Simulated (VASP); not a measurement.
Write the native input for VASP 6.6.1 that does the following.

```
Task                   : single point
Functional             : PBEsol
Potentials or basis    : VASP PAW PBE potentials, release 64 (Cd, S)
Cutoff                 : 520 eV
k mesh                 : 11 × 11 × 11
Occupations            : fermi-dirac, width 0.08 eV
Spin                   : no spin polarisation
Dipole correction      : no
Further INCAR settings : ALGO = Normal; EDIFF = 1e-06; NBANDS = 16
```

The structure of CdS (zincblende type) lies in POSCAR:

```
CdS
1.0
    0.0000000000      2.9121972232      2.9121972232
    2.9121972232      0.0000000000      2.9121972232
    2.9121972232      2.9121972232      0.0000000000
Cd S
1 1
Direct
    0.0000000000      0.0000000000      0.0000000000
    0.2500000000      0.2500000000      0.2500000000
```

One way to write it, as run:

INCAR

```
PREC = Accurate ; ENCUT = 520
EDIFF = 1E-6 ; ISMEAR = -1
SIGMA = 0.08 ; LREAL = F
LASPH = T ; NELM = 100
ALGO = Normal ; ISIF = 2
LWAVE = F ; LCHARG = F
GGA = PS ; NBANDS = 16
```

KPOINTS

```
Automatic mesh
0
Gamma
  11 11 11
```

Potentials or basis: VASP PAW PBE potentials, release 64 (Cd, S).

Run with:

```console
$ cat potpaw_PBE.64/Cd/POTCAR potpaw_PBE.64/S/POTCAR > POTCAR
$ mpirun -np 1 vasp_std > vasp.out
```

Results of the run:

The pressure is 0.4 GPa and the band gap on the k mesh is 1.02 eV, direct.

Caveat: the PAW data sets were made with another functional, which shifts forces and pressure a little.

Run time: 44 s on 1 thread of Intel Xeon 8259CL, on a shared host, peak memory 0.2 GiB.
